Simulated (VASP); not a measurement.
Set up this calculation in VASP 6.6.1, as the native input.

- Task: single point
- Functional: LDA
- Potentials or basis: VASP PAW LDA potentials, release 64 (V_sv, Os)
- Cutoff: 520 eV
- k mesh: 11 × 11 × 11
- Occupations: fermi-dirac, width 0.1 eV
- Spin: collinear spin, zero start
- Starting moments: [0.0, 0.0] μB
- Fixed moment: 0 μB
- Dipole correction: no
- Further INCAR settings: ALGO = Normal; EDIFF = 1e-06; NBANDS = 22

The structure of VOs lies in POSCAR:

```
VOs
1.0
    3.0165740000      0.0000000000      0.0000000000
    0.0000000000      3.0165740000      0.0000000000
    0.0000000000      0.0000000000      3.0165740000
V Os
1 1
Direct
    0.0000000000      0.0000000000      0.0000000000
    0.5000000000      0.5000000000      0.5000000000
```

These files were run (other wordings do the same):

INCAR

```
SYSTEM = VOs
ALGO = Normal
EDIFF = 1E-6
ENCUT = 520
GGA = CA
ISIF = 2
ISMEAR = -1
ISPIN = 2
LASPH = .True.
LCHARG = .False.
LMAXMIX = 4
LORBIT = 11
LREAL = .False.
LWAVE = .False.
MAGMOM = 0 0
NBANDS = 22
NELM = 150
NUPDOWN = 0.0
PREC = Accurate
SIGMA = 0.1
```

KPOINTS

```
k-points
0
Gamma
  11 11 11
  0 0 0
```

Potentials or basis: VASP PAW LDA potentials, release 64 (V_sv, Os).

Run with:

```console
$ cat potpaw_LDA.64/V_sv/POTCAR potpaw_LDA.64/Os/POTCAR > POTCAR
$ mpirun -np 1 vasp_std > vasp.out
```

It gave:

```yaml
Pressure: -13.5 GPa
Net_moment: 0.00 μB per cell
Valence_electrons_inside_the_program's_atomic_spheres: V 11.65; Os 7.54
```

Caveat: the total moment is fixed, so each spin has its own Fermi level.

Wall time 20 s on 1 thread of Intel(R) Xeon(R) 6975P-C (Granite Rapids) (shared host), peak memory 0.17 GiB.
